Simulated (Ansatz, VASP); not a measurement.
# Two plane-wave programs on Ni3Ge

```
Ni Ge
1.0
     3.53033    0.00000    0.00000
     0.00000    3.53033    0.00000
     0.00000    0.00000    3.53033
Ni Ge
3 1
Direct
  0.50000 0.00000 0.50000
  0.00000 0.50000 0.50000
  0.50000 0.50000 0.00000
  0.00000 0.00000 0.00000
```

Alike in both runs: task single point; functional PBEsol; k mesh 12 × 12 × 12; no spin polarisation.

|  | VASP | Ansatz |
| --- | --- | --- |
| version | VASP 6.6.1 | Ansatz 0.2.0 |
| potentials or method | VASP PAW PBE potentials, release 64 (Ni, Ge_d), cutoff 520 eV | scalar-relativistic, plane waves, PAW |
| occupations | methfessel-paxton of order 1, width 0.01 eV | cold, width 0.01 eV |
| valence electrons in the cell | 44 | 68 |

```csv
,VASP,Ansatz,Ansatz less VASP
gap on the k mesh at the Fermi level (eV),none,none,-
pressure (GPa),-0.6,-1.0,-0.38
```

VASP's potentials were made for PBE, not for PBEsol. A gap of «none» marks a metal or a gap that the smearing closes. VASP's potentials hold 44 valence electrons a cell and Ansatz's 68, so a difference there can come from the potentials and not from the codes.
